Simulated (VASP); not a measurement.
# Mg2Sn in VASP: further runs, part 2 of 3

VASP 6.6.1. The steps go on from the part before.

## (3) Electric field gradients, LDA (equal xx and yy strain of -2 %)

File INCAR:

```
ALGO = Normal ; EDIFF = 1E-8
ENCUT = 520 ; GGA_COMPAT = F
ISIF = 2 ; ISMEAR = -1
LASPH = T ; LCHARG = F
LEFG = T ; LREAL = F
LWAVE = F ; NBANDS = 16
NELM = 120 ; PREC = Accurate
SIGMA = 0.08
```

File KPOINTS:

```
k-points
0
Gamma
  11 11 11
```

File POSCAR:

```
Mg2Sn
1.0
    0.0000000000      3.3119100000      3.3795000000
    3.3119100000      0.0000000000      3.3795000000
    3.3119100000      3.3119100000      0.0000000000
Mg Sn
2 1
Direct
    0.2500000000      0.2500000000      0.2500000000
    0.7500000000      0.7500000000      0.7500000000
    0.0000000000      0.0000000000      0.0000000000
```

Potentials or basis: VASP PAW LDA potentials, release 64 (Mg, Sn_d).

Run with:

```bash
$ cat potpaw_LDA.64/Mg/POTCAR potpaw_LDA.64/Sn_d/POTCAR > POTCAR
$ mpirun -np 1 vasp_std > vasp.out
```

OUTCAR:

```text
EDIFF = 1E-8
   ENCUT = 520
   ISIF = 2
   ISMEAR = -1
   LASPH = T
   LREAL = F
   NELM = 120
   PREC = Accurate

 ion  position               nearest neighbor table
   1  0.250  0.250  0.250-   3 2.89   3 2.89   3 2.89   3 2.89   2 3.31   2 3.31   2 3.31   2 3.31
                             2 3.38   2 3.38
   2  0.750  0.750  0.750-   3 2.89   3 2.89   3 2.89   3 2.89   1 3.31   1 3.31   1 3.31   1 3.31
                             1 3.38   1 3.38
   3  0.000  0.000  0.000-   2 2.89   2 2.89   2 2.89   1 2.89   2 2.89   1 2.89   1 2.89   1 2.89

  LATTYP: Found a body centered tetragonal cell.
 ALAT       =     4.6837480394
 C/A-ratio  =     1.4430750636

  Lattice vectors:

 A1 = (  -3.3119100000,   0.0000000000,   3.3795000000)
 A2 = (   3.3119100000,   0.0000000000,   3.3795000000)
 A3 = (   0.0000000000,   3.3119100000,  -3.3795000000)

Analysis of symmetry for initial positions (statically):
=====================================================================
 Subroutine PRICEL returns:
 Original cell was already a primitive cell.

 Routine SETGRP: Setting up the symmetry group for a
 body centered tetragonal supercell.

 Subroutine GETGRP returns: Found 16 space group operations
 (whereof 16 operations were pure point group operations)
 out of a pool of 16 trial point group operations.

The static configuration has the point symmetry D_4h.

Analysis of symmetry for dynamics (positions and initial velocities):
=====================================================================
 Subroutine PRICEL returns:
 Original cell was already a primitive cell.

 Routine SETGRP: Setting up the symmetry group for a
 body centered tetragonal supercell.

 Subroutine GETGRP returns: Found 16 space group operations
 (whereof 16 operations were pure point group operations)
 out of a pool of 16 trial point group operations.

The dynamic configuration has the point symmetry D_4h.

 Subroutine INISYM returns: Found 16 space group operations
 (whereof 16 operations are pure point group operations),
 and found     1 'primitive' translations

----------------------------------------------------------------------------------------

                                     Primitive cell

  volume of cell :      74.1378

  direct lattice vectors                    reciprocal lattice vectors
     0.000000000  3.311910000  3.379500000    -0.150970286  0.150970286  0.147950880
     3.311910000  0.000000000  3.379500000     0.150970286 -0.150970286  0.147950880
     3.311910000  3.311910000  0.000000000     0.150970286  0.150970286 -0.147950880

  length of vectors
     4.731782761  4.731782761  4.683748039     0.259756651  0.259756651  0.259756651

  position of ions in fractional coordinates (direct lattice)
     0.250000000  0.250000000  0.250000000
     0.750000000  0.750000000  0.750000000
     0.000000000  0.000000000  0.000000000

  ion indices of the primitive-cell ions
   primitive index   ion index
                 1           1
                 2           2
[... 83 lines left out ...]
   PSTRESS=    0.0 pullay stress
   NELECT =      18.0000    total number of electrons
   NUPDOWN=      -1.0000    fix difference up-down
   EMIN   =  10.00;   EMAX   =-10.00  energy-range for DOS
   EFERMI =   0.00;   METHOD = LEGACY
   ISMEAR =    -1;   SIGMA  =   0.08  broadening in eV -4-tet -1-fermi 0-gaus
   EFERMI_NEDOS =   21; number of points for ismear=-14 and -15
   IALGO  =     38    algorithm
   IMIX   =      4    mixing-type and parameters
     AMIX     =   0.40;   BMIX     =  1.00
     AMIX_MAG =   1.60;   BMIX_MAG =  1.00
  volume/ion in A,a.u.               =      24.71       166.77
  Fermi-wavevector in a.u.,A,eV,Ry     =   1.021298  1.929973 14.191553  1.043050
  Thomas-Fermi vector in A             =   2.154915
   LORBIT       =      0    0 simple, 1 ext, 2 COOP (PROOUT), +10 PAW based schemes
   GGA     = CA    functional components
   LHFCALC =     F    Hartree Fock is set to
   AEXX    =    0.0000 exact exchange contribution
   IVDW    =     0    specifies the selected vdW correction
   LEPSILON=     F    determine dielectric tensor
   LRPA    =     F    only Hartree local field effects (RPA)
 non-spin polarized calculation
  energy-cutoff  :      520.00
  volume of cell :       74.14
 maximum number of plane-waves:      2028
   NGX = 17   NGY = 17   NGZ = 17

 number of electron      18.0000005 magnetization

 Free energy of the ion-electron system (eV)
  ---------------------------------------------------
  ext. energy  EPLUGINS =         0.00000000
  ---------------------------------------------------
  free energy    TOTEN  =        -8.93711721 eV

  energy without entropy =       -8.93059079  energy(sigma->0) =       -8.93385400

 E-fermi :   4.3427     XC(G=0):  -9.1301

 val. band max:        4.3063220446   @ k =   0.0000   0.0000   0.0000
 cond. band min:       4.3444423420   @ k =  -0.0909   0.0909   0.0000
 fundamental gap:      0.0381202974
 Fermi energy:         4.3426748902

 k-point     1 :       0.0000    0.0000    0.0000
  band No.  band energies     occupation
      1     -16.5540      2.00000
      2     -16.5540      2.00000
      3     -16.5500      2.00000
      4     -16.5108      2.00000
      5     -16.5059      2.00000
      6      -4.9548      2.00000
[... 433 lines left out ...]
      3     -16.5469      2.00000
      4     -16.5098      2.00000
      5     -16.5062      2.00000
      6      -4.2490      2.00000
[... 8 lines left out ...]
     15      10.5362      0.00000
     16      11.2078      0.00000

 [... further k-points ...]

------------------------ aborting loop because EDIFF is reached ----------------------------------------

  FORCE on cell =-STRESS in cart. coord.  units (eV):
  Direction    XX          YY          ZZ          XY          YZ          ZX
  --------------------------------------------------------------------------------------
  -------------------------------------------------------------------------------------
  Total       -0.0133430     -0.0133430     -0.4966738      0.0000000      0.0000000      0.0000000
  in kB       -0.2883532     -0.2883532    -10.7335246      0.0000000      0.0000000      0.0000000
  external PRESSURE =      -3.7700770 kB  Pullay stress =       0.0000000 kB

 VOLUME and BASIS-vectors are now :
 -----------------------------------------------------------------------------
  energy-cutoff  :      520.00
  volume of cell :       74.14
      direct lattice vectors                 reciprocal lattice vectors
     0.000000000  3.311910000  3.379500000    -0.150970286  0.150970286  0.147950880
     3.311910000  0.000000000  3.379500000     0.150970286 -0.150970286  0.147950880
     3.311910000  3.311910000  0.000000000     0.150970286  0.150970286 -0.147950880

 POSITION                                       TOTAL-FORCE (eV/Angst)
 -----------------------------------------------------------------------------------
      1.65596      1.65596      1.68975         0.000000      0.000000     -0.000000
      4.96786      4.96786      5.06925        -0.000000     -0.000000      0.000000
      0.00000      0.00000      0.00000         0.000000     -0.000000     -0.000000
 -----------------------------------------------------------------------------------
    total drift:                               -0.000000      0.000000      0.000000

  FREE ENERGIE OF THE ION-ELECTRON SYSTEM (eV)
  ---------------------------------------------------
  free  energy   TOTEN  =        -8.9371172141 eV

  energy  without entropy=       -8.9305907850  energy(sigma->0) =       -8.93385400

 Electric field gradients (V/A^2)
---------------------------------------------------------------------
 ion       V_xx      V_yy      V_zz      V_xy      V_xz      V_yz
---------------------------------------------------------------------
   1      -0.135    -0.135     0.270     0.000     0.000     0.000
   2      -0.135    -0.135     0.270     0.000     0.000     0.000
   3      -4.016    -4.016     8.032     0.003     0.002     0.002
---------------------------------------------------------------------

 Electric field gradients after diagonalization (V/A^2)
 (convention: |V_zz| > |V_xx| > |V_yy|)
----------------------------------------------------------------------
 ion       V_xx      V_yy      V_zz     asymmetry (V_yy - V_xx)/ V_zz
----------------------------------------------------------------------
   1      -0.135    -0.135     0.270       0.000
   2      -0.135    -0.135     0.270       0.000
   3      -4.019    -4.013     8.032       0.001
----------------------------------------------------------------------

           NMR quadrupolar parameters

 Cq : quadrupolar parameter    Cq=e*Q*V_zz/h
 eta: asymmetry parameters     (V_yy - V_xx)/ V_zz
 Q  : nuclear electric quadrupole moment in mb (millibarn)
----------------------------------------------------------------------
 ion       Cq(MHz)       eta       Q (mb)
----------------------------------------------------------------------
   1       0.001       0.000       1.000
   2       0.001       0.000       1.000
   3       0.019       0.001       1.000
----------------------------------------------------------------------
```

stdout:

```text
POSCAR found type information on POSCAR MgSn
 POSCAR found :  2 types and       3 ions
 scaLAPACK will be used
 LDA part: xc-table for (Slater(with rela. corr.)+CA(PZ))
 , standard interpolation
 POSCAR, INCAR and KPOINTS ok, starting setup
 FFT: planning ... GRIDC
 FFT: planning ... GRID_SOFT
 FFT: planning ... GRID
 WAVECAR not read
 entering main loop
ion   1

ion   2

ion   3
```

Run time: 47 s. Hardware: 1 thread of Intel Xeon 6975P-C (Granite Rapids), shared host; peak memory 0.28 GiB.

What came out:

* Free energy: -8.9371 eV
* Pressure: -0.4 GPa
* Band gap on the k mesh: zero (bands 9 and 10 overlap by 0.19 eV)
* Largest electric field gradient by atom: Mg +0.3; Sn +8.0 V/Å²

Stress tensor (GPa, compression positive):
```
-0.03  0.00  0.00
 0.00 -0.03  0.00
 0.00  0.00 -1.07
```

Levels at points of the mesh, in eV from the Fermi level:
```tsv
k point	band 6	band 7	band 8	band 9	band 10	band 11	band 12	band 13
(0.00, 0.00, 0.00)	-9.30	-0.04	0.06	0.06	1.56	2.22	2.22	2.33
```

Electric field gradients, principal values (V/Å²):
| atom | least | middle | greatest (by size) |
| --- | --- | --- | --- |
| 1 Mg | -0.135 | -0.135 | 0.270 |
| 2 Mg | -0.135 | -0.135 | 0.270 |
| 3 Sn | -4.013 | -4.019 | 8.032 |

Caveat: the cell differs from its parent crystal (equal xx and yy strain of -2 %); without QUAD_EFG the Cq values of the log hold for a quadrupole moment of 1 mb, not for the nuclei; spin-orbit coupling is left out, which moves the levels of the heavy elements.

## (4) Electric field gradients, LDA (24.70 Å³/atom)

File INCAR:

```
PREC = Accurate
ENCUT = 520
EDIFF = 1E-8
ISMEAR = -1
SIGMA = 0.08
LREAL = False
LASPH = True
NELM = 120
ALGO = Normal
ISIF = 2
LWAVE = False
LCHARG = False
LEFG = True
NBANDS = 16
GGA_COMPAT = False
```

File KPOINTS:

```
regular mesh
0
Gamma
  11 11 11
```

File POSCAR:

```
Mg2Sn
1.0
    0.0000000000      3.3338254821      3.3338254821
    3.3338254821      0.0000000000      3.3338254821
    3.3338254821      3.3338254821      0.0000000000
Mg Sn
2 1
Direct
    0.2500000000      0.2500000000      0.2500000000
    0.7500000000      0.7500000000      0.7500000000
    0.0000000000      0.0000000000      0.0000000000
```

Potentials or basis: VASP PAW LDA potentials, release 64 (Mg, Sn_d).

Run with:

```bash
$ cat potpaw_LDA.64/Mg/POTCAR potpaw_LDA.64/Sn_d/POTCAR > POTCAR
$ mpirun -np 1 vasp_std > vasp.out
```

OUTCAR:

```text
PREC = Accurate
   ENCUT = 520
   EDIFF = 1E-8
   ISMEAR = -1
   LREAL = False
   LASPH = True
   NELM = 120
   ISIF = 2

 ion  position               nearest neighbor table
   1  0.250  0.250  0.250-   3 2.89   3 2.89   3 2.89   3 2.89   2 3.33   2 3.33   2 3.33   2 3.33
                             2 3.33   2 3.33
   2  0.750  0.750  0.750-   3 2.89   3 2.89   3 2.89   3 2.89   1 3.33   1 3.33   1 3.33   1 3.33
                             1 3.33   1 3.33
   3  0.000  0.000  0.000-   2 2.89   2 2.89   2 2.89   1 2.89   2 2.89   1 2.89   1 2.89   1 2.89

  LATTYP: Found a face centered cubic cell.
 ALAT       =     6.6676509642

  Lattice vectors:

 A1 = (   0.0000000000,   3.3338254821,   3.3338254821)
 A2 = (   3.3338254821,   0.0000000000,   3.3338254821)
 A3 = (   3.3338254821,   3.3338254821,   0.0000000000)

Analysis of symmetry for initial positions (statically):
=====================================================================
 Subroutine PRICEL returns:
 Original cell was already a primitive cell.
[... 654 lines left out ...]

 POSITION                                       TOTAL-FORCE (eV/Angst)
 -----------------------------------------------------------------------------------
      1.66691      1.66691      1.66691         0.000000      0.000000      0.000000
      5.00074      5.00074      5.00074        -0.000000     -0.000000     -0.000000
      0.00000      0.00000      0.00000        -0.000000     -0.000000     -0.000000
 -----------------------------------------------------------------------------------
    total drift:                               -0.000000      0.000000      0.000000

  FREE ENERGIE OF THE ION-ELECTRON SYSTEM (eV)
  ---------------------------------------------------
  free  energy   TOTEN  =        -8.9404056639 eV

  energy  without entropy=       -8.9339740610  energy(sigma->0) =       -8.93718986

 Electric field gradients (V/A^2)
---------------------------------------------------------------------
 ion       V_xx      V_yy      V_zz      V_xy      V_xz      V_yz
---------------------------------------------------------------------
   1       0.000    -0.000    -0.000     0.000     0.000     0.000
   2      -0.000    -0.000    -0.000     0.000     0.000     0.000
   3      -0.000     0.000     0.000     0.002     0.002     0.002
---------------------------------------------------------------------

 Electric field gradients after diagonalization (V/A^2)
 (convention: |V_zz| > |V_xx| > |V_yy|)
----------------------------------------------------------------------
 ion       V_xx      V_yy      V_zz     asymmetry (V_yy - V_xx)/ V_zz
----------------------------------------------------------------------
   1      -0.000    -0.000     0.000       0.000
   2      -0.000    -0.000     0.000       0.000
   3      -0.002    -0.002     0.005       0.000
----------------------------------------------------------------------

           NMR quadrupolar parameters

 Cq : quadrupolar parameter    Cq=e*Q*V_zz/h
 eta: asymmetry parameters     (V_yy - V_xx)/ V_zz
 Q  : nuclear electric quadrupole moment in mb (millibarn)
----------------------------------------------------------------------
 ion       Cq(MHz)       eta       Q (mb)
----------------------------------------------------------------------
   1       0.000       0.000       1.000
   2       0.000       0.000       1.000
   3       0.000       0.000       1.000
----------------------------------------------------------------------
```

stdout:

```text
POSCAR found type information on POSCAR MgSn
 POSCAR found :  2 types and       3 ions
 scaLAPACK will be used
 LDA part: xc-table for (Slater(with rela. corr.)+CA(PZ))
 , standard interpolation
 POSCAR, INCAR and KPOINTS ok, starting setup
 FFT: planning ... GRIDC
 FFT: planning ... GRID_SOFT
 FFT: planning ... GRID
 WAVECAR not read
 entering main loop
ion   1

ion   2

ion   3
```

It took 80 s on 1 thread of Intel Xeon 8259CL, shared host; peak memory 0.22 GiB.

What came out:

- Free energy: -8.9404 eV
- Pressure: -0.4 GPa
- Band gap on the k mesh: zero (bands 9 and 10 overlap by 0.09 eV)
- Largest electric field gradient by atom: zero within the noise of the run

Caveat: spin-orbit coupling is left out, which moves the levels of the heavy elements.

(Part 2 of 3 ends here.)
